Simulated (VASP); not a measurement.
Wanted: the native input for a VASP 6.6.1 run.

```
Task                   : single point
Functional             : PBEsol
Potentials or basis    : VASP PAW PBE potentials, release 64 (Ti_sv, C)
Cutoff                 : 520 eV
k mesh                 : 20 × 20 × 20
Occupations            : methfessel-paxton, width 0.1 eV
Spin                   : no spin polarisation
Dipole correction      : no
Further INCAR settings : ALGO = Normal; EDIFF = 1e-06; NBANDS = 15
```

The structure of TiC lies in POSCAR:

```
TiC
1.0
    0.0000000000      1.8904281257      2.8356421885
    1.8904281257      0.0000000000      2.8356421885
    1.8904281257      1.8904281257      0.0000000000
Ti C
1 1
Direct
    0.0000000000      0.0000000000      0.0000000000
    0.5000000000      0.5000000000      0.5000000000
```

This cell differs from its parent crystal: ratio of the length along z to the lengths across it x 1.5, volume and fractional coordinates fixed.

The input as run:

INCAR

```
  PREC = Accurate
  ENCUT = 520
  EDIFF = 1E-6
  ISMEAR = 1
  SIGMA = 0.1
  LREAL = F
  LASPH = T
  NELM = 100
  ALGO = Normal
  ISIF = 2
  LWAVE = F
  LCHARG = F
  GGA = PS
  NBANDS = 15
```

KPOINTS

```
Automatic mesh
0
Gamma
  20 20 20
```

Potentials or basis: VASP PAW PBE potentials, release 64 (Ti_sv, C).

Command:

```console
$ cat potpaw_PBE.64/Ti_sv/POTCAR potpaw_PBE.64/C/POTCAR > POTCAR
$ mpirun -np 1 vasp_std > vasp.out
```

It gave:

```yaml
Pressure: 64.9 GPa
Band_gap_on_the_k_mesh: zero (bands 8 and 9 overlap by 2.71 eV)
```

Caveat: the stress differs along the axes, from -32 to 113 GPa; the PAW data sets were made with another functional, which shifts forces and pressure a little.

Wall time 5.3 min on 1 thread of Intel Xeon 8259CL, with other jobs on the host, peak memory 0.31 GiB.
